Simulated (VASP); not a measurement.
# Co2Si: single point with PBE

Co2Si:

```
Co Si
1.0
     5.81524    0.00000    0.00000
    -2.90762    5.03614    0.00000
     0.00000    0.00000    3.46893
Co Si
6 3
Direct
  0.25301 0.00000 0.00000
  0.74699 0.74699 0.00000
  0.00000 0.25301 0.00000
  0.59222 0.00000 0.50000
  0.40778 0.40778 0.50000
  0.00000 0.59222 0.50000
  0.66667 0.33333 0.00000
  0.33333 0.66667 0.00000
  0.00000 0.00000 0.50000
```

```json
{"Program": "VASP 6.6.1", "Task": "single point", "Functional": "PBE", "Potentials or basis": "VASP PAW PBE potentials, release 64 (Co, Si)", "Cutoff": "520 eV", "k mesh": "6 × 6 × 10", "Occupations": "gaussian, width 0.1 eV", "Spin": "collinear spin, ferromagnetic start", "Starting moments": "[0.81, 0.81, 0.81, 1.33, 1.33, 1.33, 0.0, 0.0, 0.0] μB"}
```

| Item | Value |
| --- | --- |
| Pressure | -0.2 GPa |
| Largest force | 0.018 eV/Å |
| Net moment | 5.06 μB per cell |
| Site moments | Co +0.68, +1.11 (each value once); Si -0.03 μB |
| Valence electrons inside the program's atomic spheres | Co 8.58, 8.22 (each value once); Si 1.68, 1.72 (each value once) |

Forces on the atoms (eV/Å):
```
Co  -0.018  0.000  0.000
Co   0.009  0.015  0.000
Co   0.009 -0.015  0.000
Co  -0.008  0.000  0.000
Co   0.004  0.007  0.000
Co   0.004 -0.007  0.000
Si   0.000  0.000  0.000
Si   0.000  0.000  0.000
Si   0.000  0.000  0.000
```

Stress tensor (GPa, compression positive):
```
-0.19  0.00  0.00
 0.00 -0.19  0.00
 0.00  0.00 -0.35
```

Levels at points of the mesh, in eV from the Fermi level:
Spin up:
```
           k point  band 32  band 33  band 34  band 35  band 36  band 37  band 38  band 39  band 40  band 41
(0.00, 0.00, 0.00)    -0.76    -0.76    -0.72    -0.52    -0.52    -0.24    -0.14     5.31     5.31     5.46
(0.50, 0.00, 0.00)    -0.93    -0.74    -0.66    -0.03     0.07     1.85     2.62     2.68     2.74     3.25
(0.00, 0.00, 0.50)    -1.02    -0.35    -0.35     0.04     0.04     0.49     0.54     1.58     1.90     1.90
(0.50, 0.00, 0.50)    -0.93    -0.76    -0.76    -0.71    -0.51     0.92     1.30     2.55     3.30     3.37
```
Spin down:
```
           k point  band 27  band 28  band 29  band 30  band 31  band 32  band 33  band 34
(0.00, 0.00, 0.00)    -0.62    -0.43     0.00     0.11     0.11     0.25     0.28     0.28
(0.50, 0.00, 0.00)    -0.71    -0.43    -0.26    -0.16     0.11     0.15     0.33     0.36
(0.00, 0.00, 0.50)    -0.70    -0.70    -0.56    -0.35    -0.19    -0.19     0.50     0.50
(0.50, 0.00, 0.50)    -0.65    -0.55    -0.53    -0.52    -0.06     0.20     0.30     0.33
```

Run time: 8.5 min on 1 thread of Intel(R) Xeon(R) Platinum 8488C (Sapphire Rapids), on a shared host, peak memory 0.46 GiB.
